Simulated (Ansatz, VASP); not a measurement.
**Two plane-wave programs on CsRb2CrF6**

```xyz
10
Lattice="0.0000 4.4551 4.4551 4.4551 0.0000 4.4551 4.4551 4.4551 0.0000" Properties=species:S:1:pos:R:3 pbc="T T T"
F     1.9603    4.4551    4.4551
F     4.4551    1.9603    4.4551
F     6.9500    4.4551    4.4551
F     4.4551    6.9500    4.4551
F     4.4551    4.4551    1.9603
F     4.4551    4.4551    6.9500
Rb    2.2276    2.2276    2.2276
Rb    6.6827    6.6827    6.6827
Cs    4.4551    4.4551    4.4551
Cr    0.0000    0.0000    0.0000
```

Alike in both runs: task single point; functional PBE; k mesh 4 × 4 × 4; occupations fermi-dirac, width 0.0879 eV; no spin polarisation.

|  | VASP | Ansatz |
| --- | --- | --- |
| version | VASP 6.6.1 | Ansatz 0.2.0 |
| potentials or method | VASP PAW PBE potentials, release 64 (F, Rb_sv, Cs_sv, Cr_pv), cutoff 520 eV | PAW plane waves |
| valence electrons in the cell | 81 | 83 |

|  | VASP | Ansatz | Ansatz less VASP |
| --- | --- | --- | --- |
| gap on the k mesh at the Fermi level (eV) | none | none | - |
| pressure (GPa) | 6.2 | 6.0 | -0.20 |
| rms of the force components (eV/Å) | 0.848 | 0.856 | +0.0085 |

Atom by atom the forces differ by 0.009 eV/Å (rms over components). A gap of «none» marks a metal or a gap that the smearing closes. VASP's potentials hold 81 valence electrons a cell and Ansatz's 83, so a difference there can come from the potentials and not from the codes.

Spin-orbit coupling is off throughout.
